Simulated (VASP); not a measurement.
Set up this calculation in VASP 6.6.1, as the native input.

- Task: single point
- Functional: r2SCAN
- Potentials or basis: VASP PAW PBE potentials, release 64 (Pt, S)
- Cutoff: 520 eV
- k mesh: 3 × 3 × 4
- Occupations: fermi-dirac, width 0.02 eV
- Spin: no spin polarisation
- Dipole correction: no
- Further INCAR settings: ALGO = Normal; EDIFF = 1e-07; NBANDS = 56

PtS2:

```
Pt S
1.0
     7.10525    0.00000    0.00000
    -3.55262    6.15333    0.00000
     0.00000    0.00000    5.12283
Pt S
4 8
Direct
  0.99433 0.99626 0.99817
  0.00267 0.50115 0.00799
  0.49697 0.00144 0.00232
  0.50683 0.50209 0.99828
  0.16373 0.32153 0.23890
  0.33020 0.16631 0.74654
  0.16368 0.83138 0.23009
  0.33730 0.67842 0.75247
  0.66321 0.32861 0.23531
  0.83762 0.16978 0.76343
  0.66872 0.84064 0.24020
  0.83073 0.65769 0.75195
```

One way to write it, as run:

POSCAR

```
PtS2
1.0
    7.1052481869      0.0000000000      0.0000000000
   -3.5526240935      6.1533254301      0.0000000000
    0.0000000000      0.0000000000      5.1228306381
Pt S
4 8
Direct
   -0.0056741310     -0.0037431792     -0.0018271149
    0.0026700251      0.5011482060      0.0079893330
    0.4969661474      0.0014377592      0.0023172736
    0.5068285906      0.5020857478     -0.0017238516
    0.1637262775      0.3215267943      0.2388968300
    0.3302025091      0.1663071475      0.7465396126
    0.1636803422      0.8313824871      0.2300882233
    0.3372978238      0.6784190187      0.7524703181
    0.6632068758      0.3286084936      0.2353072130
    0.8376195945      0.1697818540      0.7634349594
    0.6687222933      0.8406382953      0.2402047007
    0.8307339249      0.6576861643      0.7519499027
```

INCAR.step1

```
SYSTEM = PtS2
PREC = Accurate
ENCUT = 520
ISMEAR = -1
SIGMA = 0.02
LREAL = .FALSE.
LASPH = .TRUE.
NELM = 100
NBANDS = 56
GGA = PE
ALGO = Normal
EDIFF = 1E-4
LWAVE = .TRUE.
LCHARG = .FALSE.
```

INCAR.step2

```
SYSTEM = PtS2
PREC = Accurate
ENCUT = 520
EDIFF = 1E-7
ISMEAR = -1
SIGMA = 0.02
LREAL = .FALSE.
LASPH = .TRUE.
NELM = 100
ALGO = Normal
ISIF = 2
LWAVE = .FALSE.
LCHARG = .FALSE.
METAGGA = R2SCAN
LMIXTAU = .TRUE.
NBANDS = 56
ISTART = 1
```

KPOINTS

```
Automatic mesh
0
G
  3 3 4
  0 0 0
```

Potentials or basis: VASP PAW PBE potentials, release 64 (Pt, S).

The run is started by

```console
$ cat potpaw_PBE.64/Pt/POTCAR potpaw_PBE.64/S/POTCAR > POTCAR
$ cp INCAR.step1 INCAR
$ mpirun -np 1 vasp_std > vasp.out
$ cp INCAR.step2 INCAR
$ mpirun -np 1 vasp_std > vasp.out
```

It gave:

* Pressure: 0.8 GPa
* Largest force: 1.189 eV/Å
* Band gap on the k mesh: 0.83 eV

Caveat: the atoms stand as in a frame of molecular dynamics; the PAW data sets were made with another functional, which shifts forces and pressure a little; spin-orbit coupling is left out, which moves the levels of the heavy elements.

Run time: 12 min on 1 thread of Intel(R) Xeon(R) Platinum 8559C (Emerald Rapids), with other jobs on the host, peak memory 0.44 GiB.
